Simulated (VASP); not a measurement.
Set up this calculation in VASP 6.6.1, as the native input.

```
Task                   : relaxation of cell and atoms
Functional             : LDA
Potentials or basis    : VASP PAW LDA potentials, release 64 (Ti_sv)
Cutoff                 : 600 eV
k mesh                 : 18 × 18 × 10
Occupations            : fermi-dirac, width 0.08 eV
Spin                   : no spin polarisation
Target pressure        : 7 GPa
Dipole correction      : no
Further INCAR settings : ALGO = Normal; EDIFF = 1e-06; IBRION = 2; EDIFFG = -0.002; NSW = 100; ISIF = 3
```

The structure of Ti lies in POSCAR:

```
Ti
1.0
    2.8642175340      0.0000000000      0.0000000000
   -1.4321087670      2.4804851464      0.0000000000
    0.0000000000      0.0000000000      4.5358394173
Ti
2
Direct
    0.3333333333      0.6666666667      0.2500000000
    0.6666666667      0.3333333333      0.7500000000
```

These files were run (other wordings do the same):

INCAR

```
SYSTEM = Ti
PREC = Accurate
ENCUT = 600
EDIFF = 1E-6
ISMEAR = -1
SIGMA = 0.08
LREAL = .False.
LASPH = .True.
NELM = 100
ALGO = Normal
ISIF = 3
LWAVE = .False.
LCHARG = .False.
GGA = CA
IBRION = 2
NSW = 100
EDIFFG = -0.002
PSTRESS = 70.0
```

KPOINTS

```
Automatic mesh
0
Gamma
  18 18 10
  0 0 0
```

Potentials or basis: VASP PAW LDA potentials, release 64 (Ti_sv).

The run is started by

```console
$ cat potpaw_LDA.64/Ti_sv/POTCAR > POTCAR
$ mpirun -np 1 vasp_std > vasp.out
```

It gave:

| Property | Result |
| --- | --- |
| Relaxed volume | 15.29 Å³/atom |
| Relaxed cell | a = 2.812 Å, b = 2.812 Å, c = 4.465 Å, α = 90.00°, β = 90.00°, γ = 120.00° |
| Space group after relaxing (to 0.1 Å) | P6_3/mmc (No. 194) |
| Energy change on relaxing (the run minimises the enthalpy) | +16.7 meV/atom |
| Ionic steps | 15 |
| Pressure after relaxing | 7.0 GPa |
| Band gap on the k mesh | zero (bands 12 and 13 overlap by 1.17 eV) |

Caveat: the cell is relaxed towards a set pressure, so the run minimises the enthalpy, not the energy.

Wall time 7.5 min on 1 thread of Intel Xeon 8259CL (shared host), peak memory 0.25 GiB.
